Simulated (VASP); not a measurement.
A run of VASP 6.6.1:

File INCAR:

```
SYSTEM = B5W2
ALGO = Normal
EDIFF = 1E-7
ENCUT = 520
GGA = PE
ISIF = 2
ISMEAR = 0
LASPH = .True.
LCHARG = .False.
LREAL = .False.
LWAVE = .False.
NBANDS = 30
NELM = 60
PREC = Accurate
SIGMA = 0.1
```

File KPOINTS:

```
k-points
0
Gamma
  10 10 10
  0 0 0
```

Contents of POSCAR:

```
B5W2
1.0
    0.0000000000      3.4370808683      3.4370808683
    3.4370808683      0.0000000000      3.4370808683
    3.4370808683      3.4370808683      0.0000000000
B W
5 2
Direct
    0.5000000000      0.5000000000      0.5000000000
    0.9143671507      0.2568985479      0.9143671507
    0.9143671507      0.9143671507      0.9143671507
    0.2568985479      0.9143671507      0.9143671507
    0.9143671507      0.9143671507      0.2568985479
    0.7500000000      0.7500000000      0.7500000000
    0.2500000000      0.2500000000      0.2500000000
```

Potentials or basis: VASP PAW PBE potentials, release 64 (B, W_sv).

The run is started by

```sh
$ cat potpaw_PBE.64/B/POTCAR potpaw_PBE.64/W_sv/POTCAR > POTCAR
$ mpirun -np 1 vasp_std > vasp.out
```

Hardware: 1 thread of Intel(R) Xeon(R) Platinum 8259CL CPU @ 2.50GHz (Skylake/Cascade Lake), on a shared host.

Question: Estimate the wall time of this run.

Answer: Wall time 2.8 min on 1 thread of Intel(R) Xeon(R) Platinum 8259CL CPU @ 2.50GHz (Skylake/Cascade Lake), on a shared host, peak memory 0.26 GiB. Counts: scf iterations 15, k points 47.
